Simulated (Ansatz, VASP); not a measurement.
# One calculation of ZrB, two programs

Contents of INCAR:

```
SYSTEM = ZrB
PREC = Accurate ; ENCUT = 520
EDIFF = 1E-7 ; ISMEAR = 0
SIGMA = 0.15 ; LREAL = .FALSE.
LASPH = .TRUE. ; NELM = 100
ALGO = Normal ; ISIF = 2
LWAVE = .FALSE. ; LCHARG = .FALSE.
NBANDS = 14
```

Contents of KPOINTS:

```
Automatic mesh
0
G
  16 16 16
  0 0 0
```

File POSCAR:

```
ZrB
1.0
    0.0000000000      2.4153850465      2.1496926914
    2.4153850465      0.0000000000      2.1496926914
    2.4153850465      2.4153850465      0.0000000000
Zr B
1 1
Direct
    0.0000000000      0.0000000000      0.0000000000
    0.5000000000      0.5000000000      0.5000000000
```

Input for Ansatz:

```yaml
crystal:
  lattice:
    - [0.0, 2.4153850465, 2.1496926914]
    - [2.4153850465, 0.0, 2.1496926914]
    - [2.4153850465, 2.4153850465, 0.0]
  atoms:
    - { symbol: Zr, position: [0.0, 0.0, 0.0] }
    - { symbol: B, position: [0.5, 0.5, 0.5] }
basis:
  ecutwfc: 520.0
kpoints:
  mp_grid: { grid: [16, 16, 16] }
hamiltonian:
  xc: lda
scf:
  occupations: { method: gaussian, width: 0.15 }
output:
  forces: true
  stress: true
  eigenvalues: true
```

Change from the starting cell: normal strain along x +0.0000, normal strain along z -0.1100.

Alike in both runs: task single point; functional LDA; k mesh 16 × 16 × 16; occupations gaussian, width 0.15 eV; no spin polarisation.

|  | VASP | Ansatz |
| --- | --- | --- |
| version | VASP 6.6.1 | Ansatz 0.2.0 |
| potentials or method | VASP PAW LDA potentials, release 64 (Zr_sv, B), cutoff 520 eV | scalar-relativistic, plane waves, PAW |
| valence electrons in the cell | 15 | 15 |

|  | VASP | Ansatz | Ansatz less VASP |
| --- | --- | --- | --- |
| gap on the k mesh at the Fermi level (eV) | none | none | - |
| pressure (GPa) | 28.0 | 27.6 | -0.42 |
| traceless stress, the component that is largest in VASP (GPa) | 32.13 | 32.13 | +0.002 |

LDA's correlation is that of Perdew and Zunger in VASP and of Perdew and Wang (1992) in Ansatz. A gap of «none» marks a metal or a gap that the smearing closes.
